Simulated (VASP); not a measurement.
Crystal: Mg5ZnS6.

```
Mg Zn S
1.0
     3.84567    0.00000    0.00000
    -1.92284    3.33045    0.00000
     0.00000    0.00000   18.83988
Mg Zn S
5 1 6
Direct
  0.33333 0.66667 0.83333
  0.00000 0.00000 0.00000
  0.66667 0.33333 0.16667
  0.33333 0.66667 0.33333
  0.66667 0.33333 0.66667
  0.00000 0.00000 0.50000
  0.66667 0.33333 0.91667
  0.33333 0.66667 0.08333
  0.00000 0.00000 0.25000
  0.66667 0.33333 0.41667
  0.33333 0.66667 0.58333
  0.00000 0.00000 0.75000
```

| Item | Value |
| --- | --- |
| Program | VASP 6.6.1 |
| Task | relaxation of cell and atoms |
| Functional | PBE |
| Potentials or basis | VASP PAW PBE potentials, release 64 (Mg, Zn, S) |
| Cutoff | 600 eV |
| k mesh | 6 × 6 × 1 |
| Occupations | gaussian, width 0.1 eV |
| Spin | no spin polarisation |

At the start: pressure -7.6 GPa; volume 20.11 Å³/atom.

Task: How do energy, volume and symmetry change on relaxing?

Result: Over 11 steps the energy falls by 67.7 meV/atom and the volume is 17.64 Å³/atom (-12.3 %); space group P-3m1 (No. 164, to 0.1 Å) before and after.

The path:
```tsv
step	energy change (eV)	largest force (eV/Å)	pressure (GPa)	volume (Å³)
1	0.0000	0.2858	-7.61	241.30
2	-0.7942	0.2667	0.79	209.47
3	-0.7987	0.2710	0.05	211.43
4	-0.7983	0.2724	-0.15	212.00
5	-0.8042	0.1666	-0.16	212.00
6	-0.8081	0.1158	-0.15	211.98
7	-0.8099	0.0600	0.09	211.32
8	-0.8101	0.0557	0.20	211.03
9	-0.8113	0.0452	0.02	211.52
10	-0.8114	0.0400	-0.07	211.77
11	-0.8121	0.0304	-0.05	211.70
```

Final structure:
```xyz
12
Lattice="3.6832 0.0000 0.0000 -1.8416 3.1897 0.0000 0.0000 0.0000 18.0195" Properties=species:S:1:pos:R:3 pbc="T T T"
Mg    0.0000    2.1265   15.0066
Mg    1.8416    3.1897    0.0000
Mg    1.8416    1.0632    3.0128
Mg    0.0000    2.1265    6.0378
Mg    1.8416    1.0632   11.9817
Zn    1.8416    3.1897    9.0097
S     1.8416    1.0632   16.5150
S     0.0000    2.1265    1.5045
S     0.0000    0.0000    4.5249
S     1.8416    1.0632    7.5618
S     0.0000    2.1265   10.4577
S     0.0000    0.0000   13.4946
```
